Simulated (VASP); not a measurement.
CsNbBr3, 10 atoms in the cell. The structure is hexagonal, space group P6_3/mmc (No. 194). The conventional cell has a = 6.984 Å, b = 6.984 Å, c = 5.298 Å, α = 90.00°, β = 90.00°, γ = 120.00°. Nb (site symmetry -3m) has 6 Br at 2.58 Å and 2 Nb at 2.65 Å within 3.4 Å. Cs (site symmetry -6m2) has 12 Br at 3.21 to 3.50 Å and 6 Nb at 4.24 Å within 4.3 Å. Within 3.5 Å of Br (site symmetry mm2) lie 2 Nb at 2.58 Å and 6 Br at 3.14 to 3.45 Å and 4 Cs at 3.21 to 3.50 Å. 

| Property | Result |
| --- | --- |
| Program | VASP 6.6.1 |
| Task | single point |
| Functional | PBE |
| Potentials or basis | VASP PAW PBE potentials, release 64 (Nb_sv, Cs_sv, Br) |
| Cutoff | 520 eV |
| k mesh | 6 × 6 × 4 |
| Occupations | gaussian, width 0.0172 eV |
| Spin | no spin polarisation |
| Dipole correction | no |
| Further INCAR settings | ALGO = Normal; EDIFF = 1e-06; NBANDS = 54 |

Potentials or basis: VASP PAW PBE potentials, release 64 (Nb_sv, Cs_sv, Br).

Command:

```sh
$ cat potpaw_PBE.64/Nb_sv/POTCAR potpaw_PBE.64/Cs_sv/POTCAR potpaw_PBE.64/Br/POTCAR > POTCAR
$ mpirun -np 1 vasp_std > vasp.out
```

Hardware: 1 thread of Intel(R) Xeon(R) Platinum 8259CL CPU @ 2.50GHz (Skylake/Cascade Lake), on a shared host.

Question: How long does it take, and how much memory?

Answer: Wall time 5.8 min on 1 thread of Intel(R) Xeon(R) Platinum 8259CL CPU @ 2.50GHz (Skylake/Cascade Lake), with other jobs on the host, peak memory 0.45 GiB. Counts: scf iterations 14, k points 21.
